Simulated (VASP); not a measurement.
Si, 1 atom in the cell. It takes space group P6/mmm (No. 191, hexagonal). Conventional cell: a = 2.527 Å, b = 2.527 Å, c = 2.373 Å, α = 90.00°, β = 90.00°, γ = 120.00°. Si (site symmetry 6/mmm) has 8 Si at 2.37 to 2.53 Å within 3.1 Å. 

* Program: VASP 6.6.1
* Task: single point
* Functional: PBE
* Potentials or basis: VASP PAW PBE potentials, release 64 (Si)
* Cutoff: 520 eV
* k mesh: 8 × 8 × 7
* Occupations: methfessel-paxton, width 0.15 eV
* Spin: no spin polarisation
* Dipole correction: no
* Further INCAR settings: ALGO = Normal; EDIFF = 1e-07; NBANDS = 8

Potentials or basis: VASP PAW PBE potentials, release 64 (Si).

Launch:

```console
$ cat potpaw_PBE.64/Si/POTCAR > POTCAR
$ mpirun -np 1 vasp_std > vasp.out
```

Hardware: 1 thread of AMD EPYC 7R43 64-Core Processor (Zen 3) (shared host).

Task: How long does it take, and how much memory?

Result: Run time: 3.9 s on 1 thread of AMD EPYC 7R43 64-Core Processor (Zen 3), with other jobs on the host, peak memory 0.08 GiB. Counts: scf iterations 11, k points 40.
